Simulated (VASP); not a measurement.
Set up this calculation in VASP 6.6.1, as the native input.

| Property | Result |
| --- | --- |
| Task | single point |
| Functional | PBE |
| Potentials or basis | VASP PAW PBE potentials, release 64 (Hf_pv, N) |
| Cutoff | 520 eV |
| k mesh | 9 × 9 × 9 |
| Occupations | fermi-dirac, width 0.05 eV |
| Spin | no spin polarisation |
| Dipole correction | no |
| k mesh for the DOS | 14 × 14 × 14 |
| Occupations for the DOS | tetrahedron |
| Further INCAR settings | ALGO = Normal; EDIFF = 1e-07 |

HfN:

```
Hf N
1.0
     2.82503    0.00000    0.00000
     0.00000    2.82503    0.00000
     0.00000    0.00000    2.82503
Hf N
1 1
Cartesian
  1.4125 1.4125 1.4125
  0.0000 0.0000 0.0000
```

One way to write it, as run:

POSCAR

```
HfN
1.0
    2.8250300000      0.0000000000      0.0000000000
    0.0000000000      2.8250300000      0.0000000000
    0.0000000000      0.0000000000      2.8250300000
Hf N
1 1
Direct
    0.5000000000      0.5000000000      0.5000000000
    0.0000000000      0.0000000000      0.0000000000
```

INCAR.step1

```
SYSTEM = HfN
PREC = Accurate
ENCUT = 520
EDIFF = 1E-7
ISMEAR = -1
SIGMA = 0.05
LREAL = .FALSE.
LASPH = .TRUE.
NELM = 60
ALGO = Normal
ISIF = 2
LWAVE = .FALSE.
LCHARG = .TRUE.
LMAXMIX = 4
GGA = PE
NBANDS = 14
```

KPOINTS.step1

```
Automatic mesh
0
G
  9 9 9
  0 0 0
```

INCAR.step2

```
SYSTEM = HfN
PREC = Accurate
ENCUT = 520
EDIFF = 1E-7
ISMEAR = -5
SIGMA = 0.05
LREAL = .FALSE.
LASPH = .TRUE.
NELM = 60
ALGO = Normal
ISIF = 2
LWAVE = .FALSE.
LCHARG = .FALSE.
LMAXMIX = 4
GGA = PE
LORBIT = 11
NEDOS = 2001
ICHARG = 11
```

KPOINTS.step2

```
Automatic mesh
0
G
  14 14 14
  0 0 0
```

Potentials or basis: VASP PAW PBE potentials, release 64 (Hf_pv, N).

Launch:

```console
$ cat potpaw_PBE.64/Hf_pv/POTCAR potpaw_PBE.64/N/POTCAR > POTCAR
$ cp INCAR.step1 INCAR
$ cp KPOINTS.step1 KPOINTS
$ mpirun -np 1 vasp_std > vasp.out
$ cp INCAR.step2 INCAR
$ cp KPOINTS.step2 KPOINTS
$ mpirun -np 1 vasp_std > vasp.out
```

Results of the run:

```yaml
Valence_electrons_inside_the_program's_atomic_spheres: Hf 8.57; N 3.66
```

It took 11 s on 1 thread of Intel(R) Xeon(R) 6975P-C (Granite Rapids), on a shared host, peak memory 0.16 GiB.
